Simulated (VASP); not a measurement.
Here is a VASP 6.6.1 calculation.

POSCAR

```
MgPb2Se3
1.0
    3.6915980479     -5.3661621330      0.0000000000
    3.6915980479      5.3661621330      0.0000000000
    0.0000000000      0.0000000000      4.8096472057
Mg Pb Se
1 2 3
Direct
    0.0000000000      0.0000000000      0.0000000000
    0.5000000000      0.0000000000      0.5000000000
    0.0000000000      0.5000000000      0.5000000000
    0.7794175978      0.2205824022      0.0000000000
    0.2205824022      0.7794175978      0.0000000000
    0.5000000000      0.5000000000      0.5000000000
```

INCAR.step1

```
SYSTEM = MgPb2Se3
PREC = Accurate
ENCUT = 520
ISMEAR = -1
SIGMA = 0.03
LREAL = .FALSE.
LASPH = .TRUE.
NELM = 60
NBANDS = 33
GGA = PE
ALGO = Normal
EDIFF = 1E-4
LWAVE = .TRUE.
LCHARG = .FALSE.
```

INCAR.step2

```
SYSTEM = MgPb2Se3
PREC = Accurate
ENCUT = 520
EDIFF = 1E-7
ISMEAR = -1
SIGMA = 0.03
LREAL = .FALSE.
LASPH = .TRUE.
NELM = 60
ALGO = Normal
ISIF = 2
LWAVE = .FALSE.
LCHARG = .FALSE.
METAGGA = R2SCAN
LMIXTAU = .TRUE.
LUSE_VDW = .TRUE.
IVDW_NL = 2
BPARAM = 11.95
CPARAM = 0.0093
NBANDS = 33
ISTART = 1
```

KPOINTS

```
regular mesh
0
G
  4 4 6
  0 0 0
```

Potentials or basis: VASP PAW PBE potentials, release 64 (Mg, Pb_d, Se).

Command:

```console
$ cat potpaw_PBE.64/Mg/POTCAR potpaw_PBE.64/Pb_d/POTCAR potpaw_PBE.64/Se/POTCAR > POTCAR
$ cp INCAR.step1 INCAR
$ mpirun -np 1 vasp_std > vasp.out
$ cp INCAR.step2 INCAR
$ mpirun -np 1 vasp_std > vasp.out
```

(1) What does it give for the band gap on the k mesh?

(2) Estimate the largest force.

Results:

(1) zero (bands 24 and 25 overlap by 0.24 eV).

(2) 0.019 eV/Å.

Caveat: semilocal functionals underestimate gaps, so a narrow gap can read as zero; the PAW data sets were made with another functional, which shifts forces and pressure a little; spin-orbit coupling is left out, which moves the levels of the heavy elements.
